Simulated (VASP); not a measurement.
B17P16 (a cell with a defect): single point with PBE

B17P16 (a cell with a defect):

```
B P
1.0
    -4.54819    4.54819   -4.54819
    -4.54819   -4.54819    4.54819
     4.54819    4.54819    4.54819
B P
17 16
Direct
  0.25182 0.25178 0.49399
  0.00000 0.49690 0.50081
  0.00007 0.24538 0.75754
  0.75460 0.75451 0.51206
  0.74972 0.49742 0.74992
  0.74774 0.25029 0.00018
  0.49697 0.00001 0.50082
  0.49745 0.74970 0.74989
  0.50309 0.50310 0.00389
  0.50255 0.25233 0.25243
  0.24544 0.00000 0.75741
  0.25020 0.74764 0.00008
  0.25228 0.50258 0.25250
  0.00000 0.00000 0.00315
  0.00003 0.74823 0.24221
  0.74811 0.99999 0.24216
  0.00006 0.00000 0.63367
  0.99997 0.00000 0.25039
  0.74864 0.25114 0.24796
  0.74424 0.99998 0.48603
  0.50221 0.50227 0.25177
  0.50247 0.25132 0.49928
  0.49779 0.00000 0.74949
  0.25117 0.74869 0.24797
  0.25135 0.50246 0.49935
  0.25589 0.25590 0.74189
  0.25025 0.99999 0.00622
  0.99998 0.74411 0.48601
  0.99994 0.49769 0.74950
  0.00006 0.25031 0.00633
  0.74976 0.74969 0.75601
  0.74887 0.49754 0.99687
  0.49749 0.74886 0.99681
```

- Program: VASP 6.6.1
- Task: single point
- Functional: PBE
- Potentials or basis: VASP PAW PBE potentials, release 64 (B, P)
- Cutoff: 520 eV
- k mesh: 2 × 2 × 2, shifted
- Occupations: gaussian, width 0.02 eV
- Spin: no spin polarisation
- Dipole correction: no
- Charge: 1
- Further INCAR settings: LREAL = Auto; ALGO = Normal; EDIFF = 1e-06; NBANDS = 88; NELECT = 130.0

```yaml
Largest_force: 0.035 eV/Å
```

Forces in eV/Å, atoms in the order of the input:
```
B   -0.008 -0.001  0.003
B   -0.002 -0.003 -0.005
B   -0.007 -0.010 -0.007
B   -0.012 -0.008 -0.002
B    0.000 -0.006  0.002
B   -0.003  0.003 -0.003
B   -0.007 -0.006 -0.008
B   -0.004  0.003 -0.004
B   -0.005 -0.003 -0.002
B    0.008  0.000 -0.008
B   -0.002 -0.005 -0.001
B   -0.008  0.002  0.009
B    0.001 -0.005 -0.001
B   -0.006 -0.006 -0.006
B    0.004  0.001 -0.008
B   -0.002 -0.001 -0.002
B   -0.005 -0.010 -0.004
P    0.007  0.006  0.007
P   -0.003  0.003 -0.001
P    0.002  0.029  0.001
P    0.000  0.011  0.007
P    0.002  0.000 -0.001
P    0.012  0.003  0.012
P    0.001 -0.002  0.003
P    0.002 -0.005 -0.003
P    0.035  0.000 -0.004
P   -0.007  0.012 -0.006
P   -0.005 -0.001  0.029
P    0.007  0.012 -0.003
P    0.000 -0.007  0.007
P    0.009 -0.008 -0.001
P   -0.004 -0.001  0.002
P   -0.001  0.003 -0.002
```

Levels at points of the mesh, in eV from the Fermi level:
```tsv
k point	band 61	band 62	band 63	band 64	band 65	band 66	band 67	band 68	band 69	band 70
(0.25, 0.25, 0.25)	-1.62	-1.48	-1.48	-1.45	-0.33	0.68	1.52	1.52	1.99	1.99
```

Run time: 110 s on 1 thread of Intel(R) Xeon(R) 6975P-C (Granite Rapids) (shared host), peak memory 0.48 GiB.

Caveat: the cell carries a net charge on a neutralising background, which shifts energy and pressure; the cell is charged against a uniform background, so pressure and absolute levels hang on convention.
